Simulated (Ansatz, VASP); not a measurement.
# MgS in VASP and in Ansatz

```xyz
2
Lattice="0.0157 2.6014 2.5857 2.6014 0.0157 2.5857 2.6171 2.6171 0.0000" Properties=species:S:1:pos:R:3 pbc="T T T"
Mg    0.0000    0.0000    0.0000
S     2.6171    2.6171    2.5857
```

Change from the starting cell: strained cell.

Alike in both runs: functional PBEsol; k mesh 6 × 6 × 6; occupations gaussian, width 0.02 eV; no spin polarisation.

Ansatz relaxed the structure, and its values are those at the end. VASP's run is a single point on that final structure, the one shown.

|  | VASP | Ansatz |
| --- | --- | --- |
| version | VASP 6.6.1 | Ansatz 0.2.0 |
| potentials or method | VASP PAW PBE potentials, release 64 (Mg, S), cutoff 600 eV | scalar-relativistic, plane waves, PAW |
| valence electrons in the cell | 8 | 16 |

```tsv
	VASP	Ansatz	Ansatz less VASP
gap on the k mesh at the Fermi level (eV)	2.62	2.62	0.000
least direct gap on the mesh (eV)	3.58	3.58	+0.001
pressure (GPa)	-0.6	-0.4	+0.18
```

VASP's potentials were made for PBE, not for PBEsol, and Ansatz warns of the same on its side. With one functional, cell and mesh, what is left measures potentials, basis and numerics. VASP's potentials hold 8 valence electrons a cell and Ansatz's 16, so a difference there can come from the potentials and not from the codes. Ansatz's warnings: stress scf threshold loose.
